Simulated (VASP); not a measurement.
# Pt (Fm-3m) in VASP: a series of runs

The runs below take Pt through single point, relaxation of cell and atoms, with PBEsol.

All numbers are computed with VASP 6.6.1; they aren't measurements. Logs are shortened: lines on timing, memory, paths and dates and some standing lists are left out, and cuts for length are marked.

**1. The cell of the first run**

The structure is cubic, space group Fm-3m (No. 225). The conventional cell has a = 3.916 Å, b = 3.916 Å, c = 3.916 Å, α = 90.00°, β = 90.00°, γ = 90.00°. Within 3.7 Å of Pt (site symmetry m-3m) lie 12 Pt at 2.77 Å.

**2. Single point, PBEsol**

Contents of INCAR:

```
SYSTEM = Pt
  PREC = Accurate
  ENCUT = 500
  EDIFF = 1E-6
  ISMEAR = 0
  SIGMA = 0.05
  LREAL = .False.
  LASPH = .True.
  NELM = 120
  ALGO = Normal
  ISIF = 2
  LWAVE = .False.
  LCHARG = .False.
  GGA = PS
  NBANDS = 11
  GGA_COMPAT = .False.
```

Contents of KPOINTS:

```
Automatic mesh
0
Gamma
  11 11 11
  0 0 0
```

Contents of POSCAR:

```
Pt
1.0
    0.0000000000      1.9581945636      1.9581945636
    1.9581945636      0.0000000000      1.9581945636
    1.9581945636      1.9581945636      0.0000000000
Pt
1
Direct
    0.0000000000      0.0000000000      0.0000000000
```

Potentials or basis: VASP PAW PBE potentials, release 64 (Pt).

Command:

```
cat potpaw_PBE.64/Pt/POTCAR > POTCAR
mpirun -np 1 vasp_std > vasp.out
```

OUTCAR:

```text
SYSTEM = Pt
   PREC = Accurate
   ENCUT = 500
   EDIFF = 1E-6
   ISMEAR = 0
   LREAL = .False.
   LASPH = .True.
   NELM = 120
   ISIF = 2
   GGA = PS

 ion  position               nearest neighbor table
   1  0.000  0.000  0.000-

  LATTYP: Found a face centered cubic cell.
 ALAT       =     3.9163891272

  Lattice vectors:

 A1 = (   0.0000000000,   1.9581945636,   1.9581945636)
 A2 = (   1.9581945636,   0.0000000000,   1.9581945636)
 A3 = (   1.9581945636,   1.9581945636,   0.0000000000)

Analysis of symmetry for initial positions (statically):
=====================================================================
 Subroutine PRICEL returns:
 Original cell was already a primitive cell.

 Routine SETGRP: Setting up the symmetry group for a
 face centered cubic supercell.

 Subroutine GETGRP returns: Found 48 space group operations
 (whereof 48 operations were pure point group operations)
 out of a pool of 48 trial point group operations.

The static configuration has the point symmetry O_h .

Analysis of symmetry for dynamics (positions and initial velocities):
=====================================================================
 Subroutine PRICEL returns:
 Original cell was already a primitive cell.

 Routine SETGRP: Setting up the symmetry group for a
 face centered cubic supercell.

 Subroutine GETGRP returns: Found 48 space group operations
 (whereof 48 operations were pure point group operations)
 out of a pool of 48 trial point group operations.

The dynamic configuration has the point symmetry O_h .

 Subroutine INISYM returns: Found 48 space group operations
 (whereof 48 operations are pure point group operations),
 and found     1 'primitive' translations

----------------------------------------------------------------------------------------

                                     Primitive cell

  volume of cell :      15.0175

  direct lattice vectors                    reciprocal lattice vectors
     0.000000000  1.958194564  1.958194564    -0.255337242  0.255337242  0.255337242
     1.958194564  0.000000000  1.958194564     0.255337242 -0.255337242  0.255337242
     1.958194564  1.958194564  0.000000000     0.255337242  0.255337242 -0.255337242

  length of vectors
     2.769305310  2.769305310  2.769305310     0.442257077  0.442257077  0.442257077

  position of ions in fractional coordinates (direct lattice)
     0.000000000  0.000000000  0.000000000

  ion indices of the primitive-cell ions
   primitive index   ion index
                 1           1

----------------------------------------------------------------------------------------

 KPOINTS: Automatic mesh

Automatic generation of k-mesh.
 Grid dimensions read from file:
 generate k-points for:   11   11   11

 Generating k-lattice:

  Cartesian coordinates                     Fractional coordinates (reciprocal lattice)
    -0.023212477  0.023212477  0.023212477     0.090909091  0.000000000  0.000000000
     0.023212477 -0.023212477  0.023212477     0.000000000  0.090909091  0.000000000
     0.023212477  0.023212477 -0.023212477     0.000000000  0.000000000  0.090909091

  Length of vectors
     0.040205189  0.040205189  0.040205189

  Shift w.r.t. Gamma in fractional coordinates (k-lattice)
     0.000000000  0.000000000  0.000000000

 Subroutine IBZKPT returns following result:
 ===========================================

 Found     56 irreducible k-points:

 Following reciprocal coordinates:
            Coordinates               Weight
  0.000000  0.000000  0.000000      1.000000
  0.090909  0.000000  0.000000      8.000000
  0.181818  0.000000  0.000000      8.000000
  0.272727  0.000000  0.000000      8.000000
  0.363636  0.000000  0.000000      8.000000
  0.454545  0.000000  0.000000      8.000000
[... 16 lines left out ...]
 -0.272727  0.181818  0.000000     24.000000
 -0.181818  0.181818  0.000000     12.000000
 [... further k-points ...]
   k-points           NKPTS =     56   k-points in BZ     NKDIM =     56   number of bands    NBANDS=     11
   number of dos      NEDOS =    301   number of ions     NIONS =      1
   total plane-waves  NPLWV =   8000
   dimension x,y,z NGX =    20 NGY =   20 NGZ =   20
   dimension x,y,z NGXF=    40 NGYF=   40 NGZF=   40
   ions per type =               1
   NGX,Y,Z   is equivalent  to a cutoff of  12.01, 12.01, 12.01 a.u.
   NGXF,Y,Z  is equivalent  to a cutoff of  24.01, 24.01, 24.01 a.u.
 SYSTEM =  Pt
   PREC   = accura    normal or accurate (medium, high low for compatibility)
   ISTART =      0    job   : 0-new  1-cont  2-samecut
   ICHARG =      2    charge: 1-file 2-atom 10-const
   ISPIN  =      1    spin polarized calculation?
   LNONCOLLINEAR =      F non collinear calculations
   LSORBIT =      F    spin-orbit coupling
   LASPH  =      T    aspherical Exc in radial PAW
   ENCUT  =  500.0 eV  36.75 Ry    6.06 a.u.   5.05  5.05  5.05*2*pi/ulx,y,z
   NELM   =    120;   NELMIN=  2; NELMDL= -5     # of ELM steps
   EDIFF  = 0.1E-05   stopping-criterion for ELM
   LREAL  =      F    real-space projection
   EDIFFG = 0.1E-04   stopping-criterion for IOM
   NSW    =      0    number of steps for IOM
   IBRION =     -1    ionic relax: 0-MD 1-quasi-New 2-CG
   NFREE  =      0    steps in history (QN), initial steepest desc. (CG)
   ISIF   =      2    stress and relaxation
   ISYM   =      2    0-nonsym 1-usesym 2-fastsym
   POTIM  = 0.5000    time-step for ionic-motion
   TEBEG  =    0.0;   TEEND  =   0.0 temperature during run
   PSTRESS=    0.0 pullay stress
   NELECT =      10.0000    total number of electrons
   NUPDOWN=      -1.0000    fix difference up-down
   EMIN   =  10.00;   EMAX   =-10.00  energy-range for DOS
   EFERMI =   0.00;   METHOD = LEGACY
   ISMEAR =     0;   SIGMA  =   0.05  broadening in eV -4-tet -1-fermi 0-gaus
   EFERMI_NEDOS =   21; number of points for ismear=-14 and -15
   IALGO  =     38    algorithm
   IMIX   =      4    mixing-type and parameters
     AMIX     =   0.40;   BMIX     =  1.00
     AMIX_MAG =   1.60;   BMIX_MAG =  1.00
  volume/ion in A,a.u.               =      15.02       101.34
  Fermi-wavevector in a.u.,A,eV,Ry     =   1.429582  2.701518 27.806280  2.043704
  Thomas-Fermi vector in A             =   2.549520
   LORBIT       =      0    0 simple, 1 ext, 2 COOP (PROOUT), +10 PAW based schemes
   GGA     = PS    functional components
   LHFCALC =     F    Hartree Fock is set to
   AEXX    =    0.0000 exact exchange contribution
   IVDW    =     0    specifies the selected vdW correction
   LEPSILON=     F    determine dielectric tensor
   LRPA    =     F    only Hartree local field effects (RPA)
 non-spin polarized calculation
 Gauss-broadening in eV      SIGMA  =   0.05
  energy-cutoff  :      500.00
  volume of cell :       15.02
 maximum number of plane-waves:       389
   NGX =  9   NGY =  9   NGZ =  9

 number of electron      10.0000001 magnetization

 Free energy of the ion-electron system (eV)
  ---------------------------------------------------
  ext. energy  EPLUGINS =         0.00000000
  ---------------------------------------------------
  free energy    TOTEN  =        -6.97184108 eV

  energy without entropy =       -6.96868315  energy(sigma->0) =       -6.97026212

 E-fermi :  11.1175     XC(G=0): -13.6550

 val. band max:       11.1143273949   @ k =  -0.3636   0.3636   0.0909
 cond. band min:      11.1228366898   @ k =  -0.4545   0.1818   0.0000
 fundamental gap:      0.0085092950
 Fermi energy:        11.1174709783

 k-point     1 :       0.0000    0.0000    0.0000
  band No.  band energies     occupation
      1       0.8343      2.00000
      2       7.3364      2.00000
      3       7.3364      2.00000
      4       7.3364      2.00000
      5       9.5308      2.00000
      6       9.5308      2.00000
      7      25.7906      0.00000
      8      30.7741      0.00000
      9      30.7741      0.00000
     10      30.7741      0.00000
     11      36.0913      0.00000

 k-point     2 :       0.0909    0.0000    0.0000
  band No.  band energies     occupation
      1       1.1651      2.00000
      2       7.1930      2.00000
      3       7.4639      2.00000
      4       7.4639      2.00000
      5       9.4628      2.00000
      6       9.4628      2.00000
      7      26.2973      0.00000
      8      29.2402      0.00000
      9      31.2842      0.00000
     10      31.2842      0.00000
     11      37.6064      0.00000

 k-point     3 :       0.1818    0.0000    0.0000
  band No.  band energies     occupation
      1       2.0651      2.00000
      2       6.9354      2.00000
      3       7.6975      2.00000
      4       7.6975      2.00000
      5       9.4403      2.00000
      6       9.4403      2.00000
      7      26.6237      0.00000
      8      27.3728      0.00000
      9      32.6777      0.00000
     10      32.6777      0.00000
     11      35.6673      0.00000

 k-point     4 :       0.2727    0.0000    0.0000
  band No.  band energies     occupation
      1       3.1357      2.00000
      2       7.0981      2.00000
      3       7.6819      2.00000
      4       7.6819      2.00000
      5       9.8534      2.00000
      6       9.8534      2.00000
      7      23.6806      0.00000
      8      27.3551      0.00000
      9      33.8545      0.00000
     10      33.8545      0.00000
     11      34.8717      0.00000
[... 239 lines left out ...]
 k-point    22 :      -0.3636    0.1818    0.0000
  band No.  band energies     occupation
      1       4.7604      2.00000
      2       6.7120      2.00000
      3       7.7783      2.00000
      4       8.0994      2.00000
      5      10.3975      2.00000
      6      13.6388      0.00000
      7      18.7151      0.00000
      8      25.5968      0.00000
      9      28.0570      0.00000
     10      30.7199      0.00000
     11      36.4869      0.00000

 k-point    23 :      -0.2727    0.1818    0.0000
  band No.  band energies     occupation
      1       4.6617      2.00000
      2       6.6862      2.00000
      3       7.1501      2.00000
      4       8.2578      2.00000
      5       9.4291      2.00000
      6      12.3091      0.00000
      7      21.9425      0.00000
      8      26.0060      0.00000
      9      28.6329      0.00000
     10      33.5123      0.00000
     11      33.5493      0.00000

 k-point    24 :      -0.1818    0.1818    0.0000
  band No.  band energies     occupation
      1       3.7878      2.00000
      2       6.4107      2.00000
      3       7.5354      2.00000
      4       8.5250      2.00000
      5       8.5986      2.00000
      6      11.0844      1.65003
      7      24.6316      0.00000
      8      27.2319      0.00000
      9      30.1802      0.00000
     10      31.3190      0.00000
     11      35.8504      0.00000

 [... further k-points ...]

------------------------ aborting loop because EDIFF is reached ----------------------------------------

  FORCE on cell =-STRESS in cart. coord.  units (eV):
  Direction    XX          YY          ZZ          XY          YZ          ZX
  --------------------------------------------------------------------------------------
  -------------------------------------------------------------------------------------
  Total       -0.0400122     -0.0400122     -0.0400122      0.0000000      0.0000000     -0.0000000
  in kB       -4.2687927     -4.2687927     -4.2687927      0.0000000      0.0000000     -0.0000000
  external PRESSURE =      -4.2687927 kB  Pullay stress =       0.0000000 kB

 VOLUME and BASIS-vectors are now :
 -----------------------------------------------------------------------------
  energy-cutoff  :      500.00
  volume of cell :       15.02
      direct lattice vectors                 reciprocal lattice vectors
     0.000000000  1.958194564  1.958194564    -0.255337242  0.255337242  0.255337242
     1.958194564  0.000000000  1.958194564     0.255337242 -0.255337242  0.255337242
     1.958194564  1.958194564  0.000000000     0.255337242  0.255337242 -0.255337242

 POSITION                                       TOTAL-FORCE (eV/Angst)
 -----------------------------------------------------------------------------------
      0.00000      0.00000      0.00000         0.000000     -0.000000      0.000000
 -----------------------------------------------------------------------------------
    total drift:                                0.000000     -0.000000     -0.000000

  FREE ENERGIE OF THE ION-ELECTRON SYSTEM (eV)
  ---------------------------------------------------
  free  energy   TOTEN  =        -6.9718410848 eV

  energy  without entropy=       -6.9686831490  energy(sigma->0) =       -6.97026212
```

It took 10 s on 1 thread of Intel Xeon Platinum 8259CL at 2.50GHz (Skylake/Cascade Lake), shared host; peak memory 0.13 GiB.

Results:

```
Free energy            : -6.9718 eV
Pressure               : -0.4 GPa
Band gap on the k mesh : zero (bands 5 and 6 overlap by 2.13 eV)
```

Levels at points of the mesh, in eV from the Fermi level:
| k point | band 1 | band 2 | band 3 | band 4 | band 5 | band 6 | band 7 | band 8 | band 9 | band 10 |
| --- | --- | --- | --- | --- | --- | --- | --- | --- | --- | --- |
| (0.00, 0.00, 0.00) | -10.28 | -3.78 | -3.78 | -3.78 | -1.59 | -1.59 | 14.67 | 19.66 | 19.66 | 19.66 |

Caveat: the PAW data sets were made with another functional, which shifts forces and pressure a little; spin-orbit coupling is left out, which moves the levels of the heavy elements.

[end of part 1 of 2]
